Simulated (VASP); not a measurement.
A run of VASP 6.6.1:

The input INCAR:

```
PREC = Accurate
ENCUT = 520
EDIFF = 1E-6
ISMEAR = 0
SIGMA = 0.1
LREAL = False
LASPH = True
NELM = 80
ALGO = Normal
ISIF = 2
LWAVE = False
LCHARG = False
GGA = PE
NBANDS = 22
```

KPOINTS

```
Automatic mesh
0
Gamma
  6 6 4
```

File POSCAR:

```
Si2GeN
1.0
    4.1670580035      0.0000000000      0.0000000000
    0.0000000000      2.6670333401      0.0000000000
    0.0000000000      0.0000000000      5.7325002491
Si Ge N
2 1 1
Direct
    0.0000000000      0.5000000000      0.2346143698
    0.0000000000      0.5000000000      0.7653856302
    0.5000000000      0.5000000000      0.5000000000
    0.0000000000      0.0000000000      0.0000000000
```

Potentials or basis: VASP PAW PBE potentials, release 64 (Si, Ge_d, N).

The run is started by

```bash
$ cat potpaw_PBE.64/Si/POTCAR potpaw_PBE.64/Ge_d/POTCAR potpaw_PBE.64/N/POTCAR > POTCAR
$ mpirun -np 1 vasp_std > vasp.out
```

Hardware: 1 thread of Intel(R) Xeon(R) 6975P-C (Granite Rapids), with other jobs on the host.

**Question.** How long does it take, and how much memory?

**Answer.** It took 21 s on 1 thread of Intel(R) Xeon(R) 6975P-C (Granite Rapids), on a shared host, peak memory 0.21 GiB. Counts: scf iterations 14, k points 48.
